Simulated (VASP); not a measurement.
**BaTiO3: single point with r2SCAN**

BaTiO3:

```
Ba Ti O
1.0
     3.96347   -2.85883   -2.87476
     0.00000    2.85719   -2.87311
     3.96347    2.85883    2.87476
Ba Ti O
2 2 6
Direct
  0.99582 0.99181 0.00418
  0.49582 0.99181 0.50418
  0.98800 0.47630 0.51200
  0.48800 0.47630 0.01200
  0.75492 0.50975 0.24508
  0.25492 0.50975 0.74508
  0.00309 0.01986 0.49691
  0.50309 0.01986 0.99691
  0.76006 0.50606 0.73994
  0.26006 0.50606 0.23994
```

```yaml
Program: VASP 6.6.1
Task: single point
Functional: r2SCAN
Potentials_or_basis: VASP PAW PBE potentials, release 64 (Ba_sv, Ti_sv, O)
Cutoff: 660 eV
k_mesh: 4 × 6 × 4
Occupations: fermi-dirac, width 0.1 eV
Spin: no spin polarisation
Dipole_correction: no
Further_INCAR_settings: ALGO = Normal; EDIFF = 1e-06; NBANDS = 51
```

| Item | Value |
| --- | --- |
| Pressure | 1.7 GPa |
| Largest force | 0.171 eV/Å |
| Band gap on the k mesh | 2.64 eV |

Forces in eV/Å, atoms in the order of the input:
```
Ba   0.000  0.000 -0.031
Ba   0.000  0.000 -0.031
Ti   0.000 -0.002 -0.171
Ti   0.000 -0.002 -0.171
O    0.000  0.001  0.018
O    0.000  0.001  0.018
O    0.000 -0.075  0.093
O    0.000 -0.075  0.093
O    0.000  0.077  0.091
O    0.000  0.077  0.091
```

Stress tensor (GPa, compression positive):
```
 1.68  0.00  0.00
 0.00  1.82 -0.01
 0.00 -0.01  1.71
```

Levels at points of the mesh, in eV from the valence-band top:
| k point | band 36 | band 37 | band 38 | band 39 | band 40 | band 41 | band 42 | band 43 | band 44 | band 45 |
| --- | --- | --- | --- | --- | --- | --- | --- | --- | --- | --- |
| (0.00, 0.00, 0.00) | -0.94 | -0.58 | -0.55 | -0.47 | -0.09 | 2.64 | 2.86 | 2.94 | 4.16 | 4.18 |
| (0.50, 0.00, 0.00) | -1.12 | -0.93 | -0.93 | -0.53 | -0.53 | 3.29 | 3.29 | 3.55 | 3.55 | 3.75 |
| (0.00, 0.50, 0.00) | -1.01 | -0.84 | -0.21 | -0.03 | 0.00 | 2.87 | 4.12 | 4.13 | 4.64 | 4.68 |
| (0.50, 0.50, 0.00) | -0.88 | -0.72 | -0.72 | -0.52 | -0.52 | 3.87 | 3.87 | 4.27 | 4.27 | 4.31 |
| (0.50, 0.00, 0.50) | -1.53 | -1.26 | -1.14 | -1.00 | -0.83 | 2.86 | 3.03 | 4.05 | 4.11 | 4.13 |
| (0.50, 0.50, 0.50) | -0.96 | -0.94 | -0.88 | -0.29 | -0.08 | 4.11 | 4.16 | 4.17 | 4.18 | 4.44 |

Run time: 9.6 min on 1 thread of Intel(R) Xeon(R) Platinum 8488C (Sapphire Rapids), with other jobs on the host, peak memory 0.48 GiB.

Caveat: the PAW data sets were made with another functional, which shifts forces and pressure a little; spin-orbit coupling is left out, which moves the levels of the heavy elements. r2SCAN opens gaps a little over a GGA but as a rule still falls short of measured ones.
